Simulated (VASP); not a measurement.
# Sc (Im-3m) in VASP: a series of runs, part 2 of 2

VASP 6.6.1. Earlier steps stand in the parts before.

## 5. Relaxation of cell and atoms, PBEsol, target pressure 20 GPa, at which the enthalpy is minimised

Contents of INCAR:

```
PREC = Accurate
ENCUT = 500
EDIFF = 1E-7
ISMEAR = -1
SIGMA = 0.1
LREAL = False
LASPH = True
NELM = 120
ALGO = Normal
ISIF = 3
LWAVE = False
LCHARG = False
GGA = PS
IBRION = 2
NSW = 80
EDIFFG = -0.03
PSTRESS = 200.0
GGA_COMPAT = False
NELMIN = 4
```

Contents of KPOINTS:

```
regular mesh
0
Gamma
  18 18 18
```

Contents of POSCAR:

```
Sc
1.0
   -1.8400000000      1.8400000000      1.8400000000
    1.8400000000     -1.8400000000      1.8400000000
    1.8400000000      1.8400000000     -1.8400000000
Sc
1
Direct
    0.0000000000      0.0000000000      0.0000000000
```

Potentials or basis: VASP PAW PBE potentials, release 64 (Sc_sv).

Started as:

```sh
> cat potpaw_PBE.64/Sc_sv/POTCAR > POTCAR
> mpirun -np 1 vasp_std > vasp.out
```

OUTCAR:

```text
PREC = Accurate
   ENCUT = 500
   EDIFF = 1E-7
   ISMEAR = -1
   LREAL = False
   LASPH = True
   NELM = 120
   ISIF = 3
   GGA = PS
   IBRION = 2
   NSW = 80
   EDIFFG = -0.03
   PSTRESS = 200.0
   NELMIN = 4

 ion  position               nearest neighbor table
   1  0.000  0.000  0.000-

  LATTYP: Found a body centered cubic cell.
 ALAT       =     3.6800000000

  Lattice vectors:

 A1 = (  -1.8400000000,   1.8400000000,   1.8400000000)
 A2 = (   1.8400000000,  -1.8400000000,   1.8400000000)
 A3 = (   1.8400000000,   1.8400000000,  -1.8400000000)

Analysis of symmetry for initial positions (statically):
=====================================================================
 Subroutine PRICEL returns:
 Original cell was already a primitive cell.

 Routine SETGRP: Setting up the symmetry group for a
 body centered cubic supercell.

 Subroutine GETGRP returns: Found 48 space group operations
 (whereof 48 operations were pure point group operations)
 out of a pool of 48 trial point group operations.

The static configuration has the point symmetry O_h .

Analysis of symmetry for dynamics (positions and initial velocities):
=====================================================================
 Subroutine PRICEL returns:
 Original cell was already a primitive cell.

 Routine SETGRP: Setting up the symmetry group for a
 body centered cubic supercell.

 Subroutine GETGRP returns: Found 48 space group operations
 (whereof 48 operations were pure point group operations)
 out of a pool of 48 trial point group operations.

The dynamic configuration has the point symmetry O_h .

 Subroutine INISYM returns: Found 48 space group operations
 (whereof 48 operations are pure point group operations),
 and found     1 'primitive' translations

----------------------------------------------------------------------------------------

                                     Primitive cell

  volume of cell :      24.9180

  direct lattice vectors                    reciprocal lattice vectors
    -1.840000000  1.840000000  1.840000000     0.000000000  0.271739130  0.271739130
     1.840000000 -1.840000000  1.840000000     0.271739130  0.000000000  0.271739130
     1.840000000  1.840000000 -1.840000000     0.271739130  0.271739130  0.000000000

  length of vectors
     3.186973486  3.186973486  3.186973486     0.384297164  0.384297164  0.384297164

  position of ions in fractional coordinates (direct lattice)
     0.000000000  0.000000000  0.000000000

  ion indices of the primitive-cell ions
   primitive index   ion index
                 1           1

----------------------------------------------------------------------------------------

 KPOINTS: regular mesh

Automatic generation of k-mesh.
 Grid dimensions read from file:
 generate k-points for:   18   18   18

 Generating k-lattice:

  Cartesian coordinates                     Fractional coordinates (reciprocal lattice)
     0.000000000  0.015096618  0.015096618     0.055555556  0.000000000  0.000000000
     0.015096618  0.000000000  0.015096618     0.000000000  0.055555556  0.000000000
     0.015096618  0.015096618  0.000000000     0.000000000  0.000000000  0.055555556

  Length of vectors
     0.021349842  0.021349842  0.021349842

  Shift w.r.t. Gamma in fractional coordinates (k-lattice)
     0.000000000  0.000000000  0.000000000

 Subroutine IBZKPT returns following result:
 ===========================================

 Found    195 irreducible k-points:

 Following reciprocal coordinates:
            Coordinates               Weight
  0.000000  0.000000  0.000000      1.000000
  0.055556  0.000000  0.000000     12.000000
  0.111111  0.000000  0.000000     12.000000
  0.166667  0.000000  0.000000     12.000000
  0.222222  0.000000  0.000000     12.000000
  0.277778  0.000000  0.000000     12.000000
[... 16 lines left out ...]
  0.333333  0.111111  0.000000     48.000000
  0.388889  0.111111  0.000000     48.000000
 [... further k-points ...]
   k-points           NKPTS =    195   k-points in BZ     NKDIM =    195   number of bands    NBANDS=      9
   number of dos      NEDOS =    301   number of ions     NIONS =      1
   total plane-waves  NPLWV =  13824
   dimension x,y,z NGX =    24 NGY =   24 NGZ =   24
   dimension x,y,z NGXF=    48 NGYF=   48 NGZF=   48
   ions per type =               1
   NGX,Y,Z   is equivalent  to a cutoff of  12.52, 12.52, 12.52 a.u.
   NGXF,Y,Z  is equivalent  to a cutoff of  25.04, 25.04, 25.04 a.u.
 SYSTEM =  unknown system
   PREC   = accura    normal or accurate (medium, high low for compatibility)
   ISTART =      0    job   : 0-new  1-cont  2-samecut
   ICHARG =      2    charge: 1-file 2-atom 10-const
   ISPIN  =      1    spin polarized calculation?
   LNONCOLLINEAR =      F non collinear calculations
   LSORBIT =      F    spin-orbit coupling
   LASPH  =      T    aspherical Exc in radial PAW
   ENCUT  =  500.0 eV  36.75 Ry    6.06 a.u.   5.81  5.81  5.81*2*pi/ulx,y,z
   NELM   =    120;   NELMIN=  4; NELMDL= -5     # of ELM steps
   EDIFF  = 0.1E-06   stopping-criterion for ELM
   LREAL  =      F    real-space projection
   EDIFFG = -.3E-01   stopping-criterion for IOM
   NSW    =     80    number of steps for IOM
   IBRION =      2    ionic relax: 0-MD 1-quasi-New 2-CG
   NFREE  =      1    steps in history (QN), initial steepest desc. (CG)
   ISIF   =      3    stress and relaxation
   ISYM   =      2    0-nonsym 1-usesym 2-fastsym
   POTIM  = 0.5000    time-step for ionic-motion
   TEBEG  =    0.0;   TEEND  =   0.0 temperature during run
   PSTRESS=  200.0 pullay stress
   NELECT =      11.0000    total number of electrons
   NUPDOWN=      -1.0000    fix difference up-down
   EMIN   =  10.00;   EMAX   =-10.00  energy-range for DOS
   EFERMI =   0.00;   METHOD = LEGACY
   ISMEAR =    -1;   SIGMA  =   0.10  broadening in eV -4-tet -1-fermi 0-gaus
   EFERMI_NEDOS =   21; number of points for ismear=-14 and -15
   IALGO  =     38    algorithm
   IMIX   =      4    mixing-type and parameters
     AMIX     =   0.40;   BMIX     =  1.00
     AMIX_MAG =   1.60;   BMIX_MAG =  1.00
  volume/ion in A,a.u.               =      24.92       168.16
  Fermi-wavevector in a.u.,A,eV,Ry     =   1.246526  2.355592 21.141091  1.553826
  Thomas-Fermi vector in A             =   2.380699
   LORBIT       =      0    0 simple, 1 ext, 2 COOP (PROOUT), +10 PAW based schemes
   GGA     = PS    functional components
   LHFCALC =     F    Hartree Fock is set to
   AEXX    =    0.0000 exact exchange contribution
   IVDW    =     0    specifies the selected vdW correction
   LEPSILON=     F    determine dielectric tensor
   LRPA    =     F    only Hartree local field effects (RPA)
 conjugate gradient relaxation of ions
 non-spin polarized calculation
  energy-cutoff  :      500.00
  volume of cell :       24.92
 maximum number of plane-waves:       682
   NGX = 11   NGY = 11   NGZ = 11

--------------------------------------- Ionic step        1  -------------------------------------------

 number of electron      11.0000001 magnetization

 Free energy of the ion-electron system (eV)
  ---------------------------------------------------
  ext. energy  EPLUGINS =         0.00000000
  ---------------------------------------------------
  free energy    TOTEN  =        -6.52857431 eV

  energy without entropy =       -6.44719043  energy(sigma->0) =       -6.48788237

 E-fermi :   3.6171     XC(G=0):  -9.9493

 val. band max:        3.6022599987   @ k =  -0.3333  -0.3889   0.0556
 cond. band min:       3.6212131733   @ k =   0.2778   0.2778   0.0556
 fundamental gap:      0.0189531746
 Fermi energy:         3.6170530070

 k-point     1 :       0.0000    0.0000    0.0000
  band No.  band energies     occupation
      1     -45.7690      2.00000
      2     -24.2692      2.00000
      3     -24.2692      2.00000
      4     -24.2692      2.00000
      5      -1.5996      2.00000
      6       5.0523      0.00000
      7       5.0523      0.00000
      8       5.0523      0.00000
      9       6.4732      0.00000
[... 384 lines left out ...]
  enthalpy is  TOTEN    =        -3.9246652071 eV   P V=        2.3533558621

--------------------------------------- Ionic step        4  -------------------------------------------

 number of electron      11.0000002 magnetization

 Free energy of the ion-electron system (eV)
  ---------------------------------------------------
  ext. energy  EPLUGINS =         0.00000000
  ---------------------------------------------------
  free energy    TOTEN  =        -6.25689074 eV

  energy without entropy =       -6.19120758  energy(sigma->0) =       -6.22404916

 E-fermi :   5.4983     XC(G=0): -11.1878

 val. band max:        5.4840846745   @ k =   0.2222   0.2222   0.0000
 cond. band min:       5.5004536305   @ k =   0.2778   0.2778   0.1111
 fundamental gap:      0.0163689559
 Fermi energy:         5.4983061359

 k-point     1 :       0.0000    0.0000    0.0000
  band No.  band energies     occupation
      1     -43.2012      2.00000
      2     -21.4189      2.00000
      3     -21.4189      2.00000
      4     -21.4189      2.00000
      5      -0.1693      2.00000
      6       7.2929      0.00000
      7       7.2929      0.00000
      8       7.2929      0.00000
      9       9.2845      0.00000
[... 304 lines left out ...]
  FREE ENERGIE OF THE ION-ELECTRON SYSTEM (eV)
  ---------------------------------------------------
  free  energy   TOTEN  =        -6.2568907430 eV

  energy  without entropy=       -6.1912075805  energy(sigma->0) =       -6.22404916

  enthalpy is  TOTEN    =        -3.9253004782 eV   P V=        2.3315902648

 reached required accuracy - stopping structural energy minimisation
```

OSZICAR:

```text
N       E                     dE             d eps       ncg     rms          rms(c)
DAV:   1     0.745007215346E+02    0.74501E+02   -0.52632E+03  3518   0.116E+03
DAV:   2    -0.569686332812E+01   -0.80198E+02   -0.79640E+02  3552   0.339E+02
DAV:   3    -0.736168251860E+01   -0.16648E+01   -0.16220E+01  5274   0.603E+01
[... 36 lines left out ...]
DAV:   3    -0.625689740256E+01    0.69110E-03   -0.30149E-03  5189   0.907E-01    0.932E-02
DAV:   4    -0.625689110121E+01    0.63013E-05   -0.69147E-05  3753   0.112E-01    0.564E-03
DAV:   5    -0.625689114705E+01   -0.45833E-07   -0.36776E-06  5161   0.314E-02    0.233E-03
DAV:   6    -0.625689066782E+01    0.47922E-06   -0.23413E-07  3396   0.788E-03    0.600E-04
DAV:   7    -0.625689074299E+01   -0.75164E-07   -0.18435E-08  1820   0.255E-03
   4 F= -.39253005E+01 E0= -.38924589E+01  d E =-.507245E+00
```

CONTCAR:

```text
Sc
   1.00000000000000
    -1.6714405836503963    1.6714405836503963    1.6714405836503963
     1.6714405836503963   -1.6714405836503963    1.6714405836503963
     1.6714405836503963    1.6714405836503963   -1.6714405836503963
  Sc
     1
Direct
     1.0000000000000000    1.0000000000000000    1.0000000000000000

  0.00000000E+00  0.00000000E+00  0.00000000E+00
```

Run time: 33 s. Hardware: 1 thread of Intel Xeon 6975P-C (Granite Rapids), shared host; peak memory 0.18 GiB.

What came out:

```
Free energy                                                : -6.2569 eV
Relaxed volume                                             : 18.68 Å³/atom
Relaxed cell                                               : a = 2.895 Å, b = 2.895 Å, c = 2.895 Å, α = 109.47°, β = 109.47°, γ = 109.47°
Space group after relaxing (to 0.1 Å)                      : Im-3m (No. 229)
Energy change on relaxing (the run minimises the enthalpy) : +271.7 meV/atom
Ionic steps                                                : 4
Pressure after relaxing                                    : 19.9 GPa
Band gap on the k mesh                                     : zero (an odd number of electrons rules out a gap without spin polarisation)
```

The path:
| step | energy change (eV) | largest force (eV/Å) | pressure (GPa) | volume (Å³) |
| --- | --- | --- | --- | --- |
| 1 | 0.0000 | 0.0000 | -2.07 | 24.92 |
| 2 | 1.2128 | 0.0000 | 56.72 | 14.48 |
| 3 | 0.2506 | 0.0000 | 18.93 | 18.85 |
| 4 | 0.2717 | 0.0000 | 19.91 | 18.68 |

Final structure:
```
Sc
1.0
    -1.67144    1.67144    1.67144
     1.67144   -1.67144    1.67144
     1.67144    1.67144   -1.67144
Sc
1
Direct
  0.00000 0.00000 0.00000
```

Levels at points of the mesh, in eV from the Fermi level:
```csv
k point,band 3,band 4,band 5,band 6,band 7,band 8
"(0.00, 0.00, 0.00)",-26.92,-26.92,-5.67,1.79,1.79,1.79
"(0.50, 0.00, 0.00)",-27.21,-26.93,-2.27,0.12,1.31,3.82
"(0.50, 0.50, 0.50)",-27.57,-27.57,-1.97,-1.97,5.29,5.29
```

Caveat: the cell is relaxed towards a set pressure, so the run minimises the enthalpy, not the energy; the volume moved by over 15 % at a fixed basis, so the end points are rough; the PAW data sets were made with another functional, which shifts forces and pressure a little.

## 6. Summary

| cell | gap on the mesh (eV) | pressure (GPa) |
| --- | --- | --- |
| relaxed | none | 0.0 |
| relaxed to 5 GPa | none | 5.0 |
| relaxed to 10 GPa | none | 10.0 |
| relaxed to 20 GPa | none | 19.9 |

Alike in all rows: task relaxation of cell and atoms; level PBEsol; potentials or basis VASP PAW PBE potentials, release 64 (Sc_sv); no spin polarisation; k mesh 18 × 18 × 18; cutoff (eV) 500; smearing fermi-dirac 0.1 eV.

Caveats: the PAW data sets were made with another functional, which shifts forces and pressure a little; the cell is relaxed towards a set pressure, so the run minimises the enthalpy, not the energy (at least some runs); the volume moved by over 15 % at a fixed basis, so the end points are rough (at least some runs).

Total energies depend on the potentials used, so only differences within one code and one set of settings carry meaning.

The gap in the log of VASP goes by the Fermi energy; the results here count the filled bands.